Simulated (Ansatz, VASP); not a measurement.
## One calculation of Al, two programs

POSCAR

```
Al
1.0
    0.0000000000      1.9966927595      1.9966927595
    1.9966927595      0.0000000000      1.9966927595
    1.9966927595      1.9966927595      0.0000000000
Al
1
Direct
    0.0000000000      0.0000000000      0.0000000000
```

File INCAR.step1:

```
ALGO = Normal
EDIFF = 1E-4
ENCUT = 520
GGA = PE
ISMEAR = 1
LASPH = T
LCHARG = F
LREAL = F
LWAVE = T
NBANDS = 8
NELM = 80
PREC = Accurate
SIGMA = 0.3
```

File INCAR.step2:

```
ALGO = Normal
EDIFF = 1E-6
ENCUT = 520
ISIF = 2
ISMEAR = 1
ISTART = 1
LASPH = T
LCHARG = F
LMIXTAU = T
LREAL = F
LWAVE = F
METAGGA = R2SCAN
NBANDS = 8
NELM = 80
PREC = Accurate
SIGMA = 0.3
```

The input KPOINTS:

```
k-points
0
Gamma
  14 14 14
```

Input for Ansatz:

```yaml
crystal:
  lattice:
    - [0.0, 1.9966927595, 1.9966927595]
    - [1.9966927595, 0.0, 1.9966927595]
    - [1.9966927595, 1.9966927595, 0.0]
  atoms:
    - { symbol: Al, position: [0.0, 0.0, 0.0] }
hamiltonian:
  xc: r2scan
  pseudopotentials:
    kind: paw
    azcp:
      Al: "pseudopotentials/Al.paw.azcp"
basis:
  ecutwfc: 500
  fft_grid_basis: typed
kpoints:
  mp_grid: { grid: [14, 14, 14], shift: [0, 0, 0] }
magnetization:
  spin_polarized: false
scf:
  occupations: { method: methfessel_paxton, width: 0.3 }
  lower_state_search: "off"
output:
  stress: true
```

Alike in both runs: task single point; functional r2SCAN; k mesh 14 × 14 × 14; occupations methfessel-paxton of order 1, width 0.3 eV; no spin polarisation.

```csv
,VASP,Ansatz
version,VASP 6.6.1,Ansatz 0.2.0
potentials or method,"VASP PAW PBE potentials, release 64 (Al), cutoff 520 eV","plane waves (500 eV) with PAW, scalar-relativistic"
valence electrons in the cell,3,3
```

Ansatz gave:

| Quantity | Value |
| --- | --- |
| pressure (GPa) | -0.3 |

Task: What did VASP give for the same quantities?

Result: Pressure (GPa): -0.6.

VASP's potentials were made for PBE, not for r2SCAN.
